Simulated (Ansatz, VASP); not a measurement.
TaHPd in VASP and in Ansatz

POSCAR

```
TaHPd
1.0
    3.0630530000      0.0000000000      0.0000000000
    0.0000000000      3.0630530000      0.0000000000
    0.0000000000      0.0000000000      7.7545650000
Pd Ta H
2 2 2
Direct
    0.0000000000      0.5000000000      0.9000000000
    0.5000000000      0.0000000000      0.1000000000
    0.0000000000      0.5000000000      0.3350000000
    0.5000000000      0.0000000000      0.6650000000
    0.0000000000      0.5000000000      0.6170000000
    0.5000000000      0.0000000000      0.3830000000
```

Contents of INCAR.step1:

```
SYSTEM = TaHPd
  PREC = Accurate
  ENCUT = 520
  ISMEAR = -1
  SIGMA = 0.1
  LREAL = .FALSE.
  LASPH = .TRUE.
  NELM = 100
  NBANDS = 31
  GGA = PE
  ALGO = Normal
  EDIFF = 1E-4
  LWAVE = .TRUE.
  LCHARG = .FALSE.
```

INCAR.step2

```
SYSTEM = TaHPd
  PREC = Accurate
  ENCUT = 520
  EDIFF = 1E-7
  ISMEAR = -1
  SIGMA = 0.1
  LREAL = .FALSE.
  LASPH = .TRUE.
  NELM = 100
  ALGO = Normal
  ISIF = 2
  LWAVE = .FALSE.
  LCHARG = .FALSE.
  METAGGA = R2SCAN
  LMIXTAU = .TRUE.
  NBANDS = 31
  ISTART = 1
```

The input KPOINTS:

```
Automatic mesh
0
G
  11 11 5
  0 0 0
```

Input for Ansatz:

```yaml
crystal:
  lattice:
    - [3.063053, 0.0, 0.0]
    - [0.0, 3.063053, 0.0]
    - [0.0, 0.0, 7.754565]
  atoms:
    - { symbol: Pd, position: [0.0, 0.5, 0.9] }
    - { symbol: Pd, position: [0.5, 0.0, 0.1] }
    - { symbol: Ta, position: [0.0, 0.5, 0.335] }
    - { symbol: Ta, position: [0.5, 0.0, 0.665] }
    - { symbol: H, position: [0.0, 0.5, 0.617] }
    - { symbol: H, position: [0.5, 0.0, 0.383] }
  symmetry: { tolerance: 0.0003 }
kpoints:
  mp_grid: { grid: [11, 11, 5], shift: [0, 0, 0] }
  band_path:
    path:
      - [0.0, 0.0, 0.0]
      - [0.0, 0.5, 0.0]
      - [0.5, 0.5, 0.0]
      - [0.0, 0.0, 0.0]
      - [0.0, 0.0, 0.5]
      - [0.0, 0.5, 0.5]
      - [0.5, 0.5, 0.5]
      - [0.0, 0.0, 0.5]
      - [0.0, 0.5, 0.0]
      - [0.0, 0.5, 0.5]
      - [0.5, 0.5, 0.0]
    npoints: 6
magnetization:
  spin_polarized: false
scf:
  occupations: { method: fermi_dirac }
  lower_state_search: "off"
  max_iter: 200
hamiltonian:
  pseudopotentials: { kind: paw }
  xc: r2scan
basis:
  ecutwfc: 500
  fft_grid_basis: typed
output:
  forces: true
  stress: true
  eigenvalues: true
  bader: true
  populations: true
  elf: true
  write_potential: true
  volumetric_format: npy
  dos:
    e_range: [-12, 8]
    de: 0.05
    projected: { site_lists: { H: [H], Pd: [Pd], Ta: [Ta] } }
checkpoint:
  read: saved_state
```

Alike in both runs: task single point; functional r2SCAN; k mesh 11 × 11 × 5; no spin polarisation.

|  | VASP | Ansatz |
| --- | --- | --- |
| version | VASP 6.6.1 | Ansatz 0.2.0 |
| potentials or method | VASP PAW PBE potentials, release 64 (Pd, Ta_pv, H), cutoff 520 eV | PAW plane waves |
| occupations | fermi-dirac, width 0.1 eV | fermi-dirac |
| valence electrons in the cell | 44 | 64 |

|  | VASP | Ansatz | Ansatz less VASP |
| --- | --- | --- | --- |
| pressure (GPa) | -10.2 | -10.9 | -0.66 |
| traceless stress, the component that is largest in VASP (GPa) | 2.95 | 2.95 | +0.001 |
| rms of the force components (eV/Å) | 0.580 | 0.576 | -0.0039 |

VASP's potentials were made for PBE, not for r2SCAN. Atom by atom the forces differ by 0.006 eV/Å (rms over components). VASP's potentials hold 44 valence electrons a cell and Ansatz's 64, so a difference there can come from the potentials and not from the codes.

Neither program's run includes spin-orbit coupling.
